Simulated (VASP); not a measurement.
## TiC: single point with PBEsol+D4

The system is TiC.

```
Ti C
1.0
     0.00000    2.13902    2.13902
     2.13902    0.00000    2.13902
     2.13902    2.13902    0.00000
Ti C
1 1
Cartesian
  0.0000 0.0000 0.0000
  2.1390 2.1390 2.1390
```

```yaml
Program: VASP 6.6.1
Task: single point
Functional: PBEsol
Dispersion: D4
Potentials_or_basis: VASP PAW PBE potentials, release 64 (Ti_sv, C)
Cutoff: 520 eV
k_mesh: 11 × 11 × 11
Occupations: fermi-dirac, width 0.05 eV
Spin: no spin polarisation
Dipole_correction: no
Further_INCAR_settings: ALGO = Normal; EDIFF = 1e-06; NBANDS = 15
```

```yaml
Pressure: 0.2 GPa
Band_gap_on_the_k_mesh: zero (band 8 reaches 10.42 eV, above the bottom of band 9 at 9.33 eV)
Dispersion_energy_per_atom: -0.164 eV
```

Levels at points of the mesh, in eV from the Fermi level:
```
           k point  band 4  band 5  band 6  band 7  band 8  band 9  band 10  band 11  band 12  band 13
(0.00, 0.00, 0.00)  -32.39  -12.60    0.61    0.61    0.61    1.69     1.69     1.69     1.74     1.74
```

Wall time 11 s on 1 thread of Intel(R) Xeon(R) 6975P-C (Granite Rapids), on a shared host, peak memory 0.15 GiB.

Caveat: the PAW data sets were made with another functional, which shifts forces and pressure a little; pairwise dispersion overbinds metals, which lowers pressure and volume.
